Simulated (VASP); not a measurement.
Wanted: the native input for a VASP 6.6.1 run.

```yaml
Task: single point
Functional: r2SCAN
Potentials_or_basis: VASP PAW PBE potentials, release 64 (Cr_pv)
Cutoff: 520 eV
k_mesh: 14 × 14 × 9
Occupations: fermi-dirac, width 0.05 eV
Spin: collinear spin, antiferromagnetic start
Starting_moments: "[3.096, -3.096] μB"
Dipole_correction: no
Further_INCAR_settings: ALGO = Normal; EDIFF = 1e-06; NBANDS = 23
```

Cr:

```
CELL_PARAMETERS angstrom
2.93454 0.00000 0.00000
-1.46727 2.54139 0.00000
0.00000 0.00000 3.98696
ATOMIC_POSITIONS crystal
Cr 0.33333 0.66667 0.25000
Cr 0.66667 0.33333 0.75000
```

The input as run:

POSCAR

```
Cr
1.0
    2.9345443219      0.0000000000      0.0000000000
   -1.4672721609      2.5413899313      0.0000000000
    0.0000000000      0.0000000000      3.9869567669
Cr
2
Direct
    0.3333333333      0.6666666667      0.2500000000
    0.6666666667      0.3333333333      0.7500000000
```

INCAR.step1

```
SYSTEM = Cr
ALGO = Normal
EDIFF = 1E-4
ENCUT = 520
GGA = PE
ISMEAR = -1
ISPIN = 2
LASPH = .TRUE.
LCHARG = .FALSE.
LMAXMIX = 4
LREAL = .FALSE.
LWAVE = .TRUE.
MAGMOM = 3.096 -3.096
NBANDS = 23
NELM = 150
PREC = Accurate
SIGMA = 0.05
```

INCAR.step2

```
SYSTEM = Cr
ALGO = Normal
EDIFF = 1E-6
ENCUT = 520
ISIF = 2
ISMEAR = -1
ISPIN = 2
ISTART = 1
LASPH = .TRUE.
LCHARG = .FALSE.
LMAXMIX = 4
LMIXTAU = .TRUE.
LORBIT = 11
LREAL = .FALSE.
LWAVE = .FALSE.
MAGMOM = 3.096 -3.096
METAGGA = R2SCAN
NBANDS = 23
NELM = 150
PREC = Accurate
SIGMA = 0.05
```

KPOINTS

```
k-points
0
G
  14 14 9
  0 0 0
```

Potentials or basis: VASP PAW PBE potentials, release 64 (Cr_pv).

Command:

```bash
$ cat potpaw_PBE.64/Cr_pv/POTCAR > POTCAR
$ cp INCAR.step1 INCAR
$ mpirun -np 1 vasp_std > vasp.out
$ cp INCAR.step2 INCAR
$ mpirun -np 1 vasp_std > vasp.out
```

Results of the run:

| Item | Value |
| --- | --- |
| Pressure | 0.3 GPa |
| Band gap on the k mesh | zero (filled and empty bands overlap) |
| Net moment | 0.00 μB per cell |
| Site moments | Cr +3.24, -3.24 μB |
| Valence electrons inside the program's atomic spheres | Cr 10.91 |

Caveat: the PAW data sets were made with another functional, which shifts forces and pressure a little.

It took 4.5 min on 1 thread of Intel(R) Xeon(R) Platinum 8488C (Sapphire Rapids), with other jobs on the host, peak memory 0.24 GiB.
